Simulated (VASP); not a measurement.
Input of a VASP 6.6.1 run:

INCAR

```
SYSTEM = NaRh
ALGO = Normal ; EDIFF = 1E-6
ENCUT = 520 ; GGA = PE
ISIF = 2 ; ISMEAR = 0
LASPH = .True. ; LCHARG = .False.
LREAL = .False. ; LWAVE = .False.
NBANDS = 18 ; NELM = 60
PREC = Accurate ; SIGMA = 0.1
```

Contents of KPOINTS:

```
k-points
0
Gamma
  6 6 4
  0 0 0
```

Contents of POSCAR:

```
NaRh
1.0
    1.4090436752     -2.3381002647      0.0000000000
    1.4090436752      2.3381002647      0.0000000000
    0.0000000000      0.0000000000      5.0370035938
Na Rh
1 1
Direct
    0.5000000000      0.5000000000      0.5000000000
    0.0000000000      0.0000000000      0.0000000000
```

Potentials or basis: VASP PAW PBE potentials, release 64 (Na_pv, Rh_pv).

Launch:

```console
$ cat potpaw_PBE.64/Na_pv/POTCAR potpaw_PBE.64/Rh_pv/POTCAR > POTCAR
$ mpirun -np 1 vasp_std > vasp.out
```

(1) Predict the band gap on the k mesh.

(2) Estimate the pressure.

Results:

(1) zero (bands 11 and 12 overlap by 1.27 eV).

(2) 0.1 GPa.

Caveat: the k points lie up to 0.43 Å⁻¹ apart, too coarse for converged energies and pressures of a metal.
